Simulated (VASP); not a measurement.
Crystal: InP.

```
In P
1.0
     0.00000    2.95413    2.95413
     2.95413    0.00000    2.95413
     2.95413    2.95413    0.00000
In P
1 1
Direct
  0.00000 0.00000 0.00000
  0.75000 0.75000 0.75000
```

Base run:

- Program: VASP 6.6.1
- Functional: PBE
- Potentials or basis: VASP PAW PBE potentials, release 64 (In_d, P)
- Cutoff: 500 eV
- k mesh: 8 × 8 × 8
- Occupations: gaussian, width 0.01 eV
- Spin: no spin polarisation

Its results: band gap on the k mesh 0.58 eV; pressure 1.6 GPa.

Problem. The run is repeated on the same cell with these changes: functional from PBE to r2SCAN; cutoff from 500 eV to 550 eV; occupations from gaussian, width 0.01 eV to fermi-dirac, width 0.01 eV. What comes out?

Solution. Band gap on the k mesh 1.03 eV; pressure -0.1 GPa.

Caveats: spin-orbit coupling is left out, which moves the levels of the heavy elements; the PAW data sets were made with another functional, which shifts forces and pressure a little (at least some runs).

